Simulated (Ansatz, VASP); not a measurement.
Two plane-wave programs on La

```
CELL_PARAMETERS angstrom
3.75000 0.00000 0.00000
-1.87500 3.24760 0.00000
0.00000 0.00000 5.94860
ATOMIC_POSITIONS crystal
La 0.66667 0.33333 0.75000
La 0.33333 0.66667 0.25000
```

Alike in both runs: functional PBE; k mesh 7 × 7 × 4; occupations fermi-dirac, width 0.05 eV; no spin polarisation.

|  | VASP | Ansatz |
| --- | --- | --- |
| version | VASP 6.6.1 | Ansatz 0.2.0 |
| potentials or method | VASP PAW PBE potentials, release 64 (La) | Ansatz PAW |
| plane-wave cutoff (eV) | 520 | 420 |
| valence electrons in the cell | 22 | 22 |
| task | single point | band structure |

```tsv
	VASP	Ansatz	Ansatz less VASP
gap on the k mesh at the Fermi level (eV)	none	none	-
pressure (GPa)	1.4	1.3	-0.09
traceless stress, the component that is largest in VASP (GPa)	0.95	0.97	+0.019
```

A gap of «none» marks a metal or a gap that the smearing closes. With one functional, cell and mesh, what is left measures potentials, basis and numerics.

Neither program's run includes spin-orbit coupling.
